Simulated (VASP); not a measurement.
Write the native input for VASP 6.6.1 that does the following.

```
Task                   : relaxation of cell and atoms
Functional             : PBEsol
Potentials or basis    : VASP PAW PBE potentials, release 64 (Al, N)
Cutoff                 : 600 eV
k mesh                 : 10 × 10 × 10
Occupations            : gaussian, width 0.01 eV
Spin                   : no spin polarisation
Target pressure        : 10 GPa
Dipole correction      : no
Further INCAR settings : ALGO = Normal; EDIFF = 1e-07; IBRION = 2; EDIFFG = -0.002; NSW = 100; ISIF = 3
```

The structure of AlN lies in POSCAR:

```
AlN
1.0
    0.0000000000      2.1886811988      2.1886811988
    2.1886811988      0.0000000000      2.1886811988
    2.1886811988      2.1886811988      0.0000000000
Al N
1 1
Direct
    0.0000000000      0.0000000000      0.0000000000
    0.2500000000      0.2500000000      0.2500000000
```

The input as run:

INCAR

```
SYSTEM = AlN
PREC = Accurate
ENCUT = 600
EDIFF = 1E-7
ISMEAR = 0
SIGMA = 0.01
LREAL = .FALSE.
LASPH = .TRUE.
NELM = 100
ALGO = Normal
ISIF = 3
LWAVE = .FALSE.
LCHARG = .FALSE.
GGA = PS
IBRION = 2
NSW = 100
EDIFFG = -0.002
PSTRESS = 100.0
```

KPOINTS

```
Automatic mesh
0
G
  10 10 10
  0 0 0
```

Potentials or basis: VASP PAW PBE potentials, release 64 (Al, N).

The run is started by

```console
$ cat potpaw_PBE.64/Al/POTCAR potpaw_PBE.64/N/POTCAR > POTCAR
$ mpirun -np 1 vasp_std > vasp.out
```

Results of the run:

The relaxed volume is 10.01 Å³/atom and the relaxed cell is a = 3.048 Å, b = 3.048 Å, c = 3.048 Å, α = 60.00°, β = 60.00°, γ = 60.00°. The space group after relaxing (to 0.05 Å) is F-43m (No. 216), the energy change on relaxing (the enthalpy is what falls) is +13.9 meV/atom and the ionic steps are 6. The pressure after relaxing is 10.0 GPa. The band gap on the k mesh is 3.20 eV, indirect (least direct gap 4.49 eV).

Caveat: the cell is relaxed towards a set pressure, so the enthalpy falls and the energy may rise; the PAW data sets were made with another functional, which shifts forces and pressure a little.

Wall time 21 s on 1 thread of AMD EPYC 9R45 96-Core Processor (Zen 5) (shared host), peak memory 0.13 GiB.
